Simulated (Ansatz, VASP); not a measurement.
Mo: VASP beside Ansatz

Contents of INCAR:

```
PREC = Accurate
ENCUT = 520
EDIFF = 1E-7
ISMEAR = -1
SIGMA = 0.03
LREAL = F
LASPH = T
NELM = 80
ALGO = Normal
ISIF = 2
LWAVE = F
LCHARG = T
GGA = PE
LELF = T
LVHAR = T
NBANDS = 13
```

The input KPOINTS:

```
regular mesh
0
Gamma
  12 12 12
```

POSCAR

```
Mo
1.0
    2.6559672451      0.0000000000      0.0000000000
    0.0000000000      2.6559672451      0.0000000000
    0.0000000000      0.0000000000      2.6559672451
Mo
1
Direct
    0.0000000000      0.0000000000      0.0000000000
```

Input for Ansatz:

```yaml
crystal:
  lattice:
    - [2.6559672451, 0.0, 0.0]
    - [0.0, 2.6559672451, 0.0]
    - [0.0, 0.0, 2.6559672451]
  atoms:
    - { symbol: Mo, position: [0.0, 0.0, 0.0] }
kpoints:
  mp_grid: { grid: [12, 12, 12] }
scf:
  occupations: { method: fermi_dirac, width: 0.03 }
hamiltonian:
  xc: pbe
  pseudopotentials: { kind: all_electron, lapw: { basis_error: 0.0005 } }
output:
  forces: true
  stress: true
  eigenvalues: true
```

Change from the starting cell: volume scaled by 1.06.

Alike in both runs: task single point; functional PBE; k mesh 12 × 12 × 12; occupations fermi-dirac, width 0.03 eV; no spin polarisation.

```csv
,VASP,Ansatz
version,VASP 6.6.1,Ansatz 0.2.0
potentials or method,"VASP PAW PBE potentials, release 64 (Mo_sv), cutoff 520 eV","all-electron LAPW, scalar-relativistic"
```

Ansatz gave:

| Quantity | Value |
| --- | --- |
| pressure (GPa) | -10.0 |

Q: What did VASP give for the same quantities?

A: Pressure (GPa): -9.6.

Ansatz ran all-electron here, and VASP with PAW potentials.
